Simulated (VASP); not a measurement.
# Ba (I4/mmm) in VASP: further runs, part 2 of 2

VASP 6.6.1. Earlier steps stand in the parts before.

### Step 4. Single point, PBEsol (strain -0.0200 x Voigt [1, 0, 0, 0, 0, 0])

The input, INCAR:

```
SYSTEM = Ba
PREC = Accurate ; ENCUT = 520
EDIFF = 1E-6 ; ISMEAR = 0
SIGMA = 0.15 ; LREAL = .False.
LASPH = .True. ; NELM = 60
ALGO = Fast ; ISIF = 2
LWAVE = .False. ; LCHARG = .True.
GGA = PS ; LELF = .True.
LVHAR = .True. ; NBANDS = 11
```

The input, KPOINTS:

```
regular mesh
0
Gamma
  14 14 14
  0 0 0
```

The input, POSCAR:

```
Ba
1.0
   -2.4500000000      2.5000000000      2.5000000000
    2.4500000000     -2.5000000000      2.5000000000
    2.4500000000      2.5000000000     -2.5000000000
Ba
1
Direct
    0.0000000000      0.0000000000      0.0000000000
```

Potentials or basis: VASP PAW PBE potentials, release 64 (Ba_sv).

On the command line:

```sh
$ cat potpaw_PBE.64/Ba_sv/POTCAR > POTCAR
$ mpirun -np 1 vasp_std > vasp.out
```

OUTCAR:

```text
SYSTEM = Ba
   PREC = Accurate
   ENCUT = 520
   EDIFF = 1E-6
   ISMEAR = 0
   LREAL = .False.
   LASPH = .True.
   NELM = 60
   ISIF = 2
   GGA = PS

 ion  position               nearest neighbor table
   1  0.000  0.000  0.000-

  LATTYP: Found a body centered tetragonal cell.
 ALAT       =     5.0000000000
 C/A-ratio  =     0.9800000000

  Lattice vectors:

 A1 = (  -2.4500000000,   2.5000000000,  -2.5000000000)
 A2 = (  -2.4500000000,  -2.5000000000,   2.5000000000)
 A3 = (   2.4500000000,   2.5000000000,   2.5000000000)

[... 517 lines left out ...]

 [... further k-points ...]

------------------------ aborting loop because EDIFF is reached ----------------------------------------

  FORCE on cell =-STRESS in cart. coord.  units (eV):
  Direction    XX          YY          ZZ          XY          YZ          ZX
  --------------------------------------------------------------------------------------
  -------------------------------------------------------------------------------------
  Total       -0.1193233     -0.1583409     -0.1583409      0.0000000      0.0000000      0.0000000
  in kB       -3.1212579     -4.1418807     -4.1418807      0.0000000      0.0000000      0.0000000
  external PRESSURE =      -3.8016731 kB  Pullay stress =       0.0000000 kB

 VOLUME and BASIS-vectors are now :
 -----------------------------------------------------------------------------
  energy-cutoff  :      520.00
  volume of cell :       61.25
      direct lattice vectors                 reciprocal lattice vectors
    -2.450000000  2.500000000  2.500000000     0.000000000  0.200000000  0.200000000
     2.450000000 -2.500000000  2.500000000     0.204081633  0.000000000  0.200000000
     2.450000000  2.500000000 -2.500000000     0.204081633  0.200000000  0.000000000

 POSITION                                       TOTAL-FORCE (eV/Angst)
 -----------------------------------------------------------------------------------
      0.00000      0.00000      0.00000         0.000000      0.000000     -0.000000
 -----------------------------------------------------------------------------------
    total drift:                                0.000000      0.000000      0.000000

  FREE ENERGIE OF THE ION-ELECTRON SYSTEM (eV)
  ---------------------------------------------------
  free  energy   TOTEN  =        -2.1521843230 eV

  energy  without entropy=       -2.1386886772  energy(sigma->0) =       -2.14543650
```

OSZICAR:

```text
N       E                     dE             d eps       ncg     rms          rms(c)
DAV:   1     0.541033713868E+02    0.54103E+02   -0.42598E+03  5368   0.749E+02
DAV:   2     0.464697318358E+00   -0.53639E+02   -0.52223E+02  6460   0.137E+02
DAV:   3    -0.208375374463E+01   -0.25485E+01   -0.25304E+01  6995   0.308E+01
DAV:   4    -0.215183244743E+01   -0.68079E-01   -0.67956E-01  6977   0.461E+00
DAV:   5    -0.215381435709E+01   -0.19819E-02   -0.19816E-02  7163   0.617E-01    0.164E+00
RMM:   6    -0.215259961215E+01    0.12147E-02   -0.27478E-03  5784   0.527E-01    0.977E-01
RMM:   7    -0.215190552370E+01    0.69409E-03   -0.67606E-03  6434   0.837E-01    0.370E-02
RMM:   8    -0.215216384996E+01   -0.25833E-03   -0.16640E-03  7671   0.181E-01    0.257E-02
RMM:   9    -0.215218149009E+01   -0.17640E-04   -0.14127E-04  8076   0.493E-02    0.175E-02
RMM:  10    -0.215218394554E+01   -0.24555E-05   -0.32410E-05  7816   0.403E-02    0.479E-03
RMM:  11    -0.215218432300E+01   -0.37746E-06   -0.68723E-06  6977   0.134E-02
   1 F= -.21521843E+01 E0= -.21454365E+01  d E =-.134956E-01
```

stdout:

```text
POSCAR found type information on POSCAR Ba
 POSCAR found :  1 types and       1 ions
 scaLAPACK will be used
 -----------------------------------------------------------------------------
|                                                                             |
|                                                                             |
|     You enforced a specific xc type in the INCAR file but a different       |
|     I HOPE YOU KNOW WHAT YOU ARE DOING!                                     |
|                                                                             |
 -----------------------------------------------------------------------------

 LDA part: xc-table for (Slater+PW92), standard interpolation
 POSCAR, INCAR and KPOINTS ok, starting setup
 FFT: planning ... GRIDC
 FFT: planning ... GRID_SOFT
 FFT: planning ... GRID
 WAVECAR not read
 entering main loop
WARNING in EDDRMM: call to ZHEGV failed, returncode =   6  3      9
```

It took 36 s on 1 thread of Intel Xeon 6975P-C (Granite Rapids), shared host; peak memory 0.3 GiB.

Results:

* Free energy: -2.1522 eV
* Pressure: -0.4 GPa
* Band gap on the k mesh: zero (band 5 reaches 2.10 eV, above the bottom of band 6 at 1.07 eV)

Caveat: the cell differs from its parent crystal (strain -0.0200 x Voigt [1, 0, 0, 0, 0, 0]); the PAW data sets were made with another functional, which shifts forces and pressure a little; spin-orbit coupling is left out, which moves the levels of the heavy elements.

### Step 5. Single point, PBEsol (strain -0.0100 x Voigt [1, 0, 0, 0, 0, 0])

The input, INCAR:

```
ALGO = Fast
EDIFF = 1E-6
ENCUT = 520
GGA = PS
ISIF = 2
ISMEAR = 0
LASPH = T
LCHARG = T
LELF = T
LREAL = F
LVHAR = T
LWAVE = F
NBANDS = 11
NELM = 80
PREC = Accurate
SIGMA = 0.15
```

The input, KPOINTS:

```
k-points
0
Gamma
  14 14 14
```

The input, POSCAR:

```
Ba
1.0
   -2.4750000000      2.5000000000      2.5000000000
    2.4750000000     -2.5000000000      2.5000000000
    2.4750000000      2.5000000000     -2.5000000000
Ba
1
Direct
    0.0000000000      0.0000000000      0.0000000000
```

On the command line:

```sh
$ cat potpaw_PBE.64/Ba_sv/POTCAR > POTCAR
$ mpirun -np 1 vasp_std > vasp.out
```

Run time: 39 s. Hardware: 1 thread of Intel Xeon 6975P-C (Granite Rapids), shared host; peak memory 0.3 GiB.

The run converged. Its results:

```yaml
Free_energy: -2.1507 eV
Pressure: -0.5 GPa
Band_gap_on_the_k_mesh: zero (band 5 reaches 2.04 eV, above the bottom of band 6 at 1.04 eV)
```

Levels at points of the mesh, in eV from the Fermi level:
```csv
k point,band 2,band 3,band 4,band 5,band 6,band 7,band 8,band 9
"(0.00, 0.00, 0.00)",-13.74,-13.74,-13.74,-2.77,1.80,1.86,1.86,3.25
"(0.50, 0.00, 0.00)",-14.24,-13.90,-13.74,-0.91,0.72,1.30,3.20,3.83
"(0.00, 0.50, 0.00)",-14.24,-13.90,-13.75,-0.91,0.66,1.33,3.28,3.88
"(0.50, 0.50, 0.50)",-14.09,-14.09,-14.08,-0.56,-0.55,4.39,4.39,4.51
```

Caveat: the cell differs from its parent crystal (strain -0.0100 x Voigt [1, 0, 0, 0, 0, 0]); the PAW data sets were made with another functional, which shifts forces and pressure a little; spin-orbit coupling is left out, which moves the levels of the heavy elements.

### Step 6. Summary

```tsv
cell	gap on the mesh (eV)	pressure (GPa)
a = 4.273 Å, angles 111.7, 108.4, 108.4°, 1 atom	none	-0.2
a = 4.287 Å, angles 111.1, 108.7, 108.7°, 1 atom	none	-0.3
a = 4.301 Å, angles 110.6, 108.9, 108.9°, 1 atom	none	-0.4
a = 4.316 Å, angles 110.0, 109.2, 109.2°, 1 atom	none	-0.5
```

Alike in all rows: task single point; level PBEsol; potentials or basis VASP PAW PBE potentials, release 64 (Ba_sv); no spin polarisation; k mesh 14 × 14 × 14; cutoff (eV) 520; smearing gaussian 0.15 eV.

Caveats: the PAW data sets were made with another functional, which shifts forces and pressure a little; spin-orbit coupling is left out, which moves the levels of the heavy elements.

Total energies depend on the potentials used, so only differences within one code and one set of settings carry meaning.
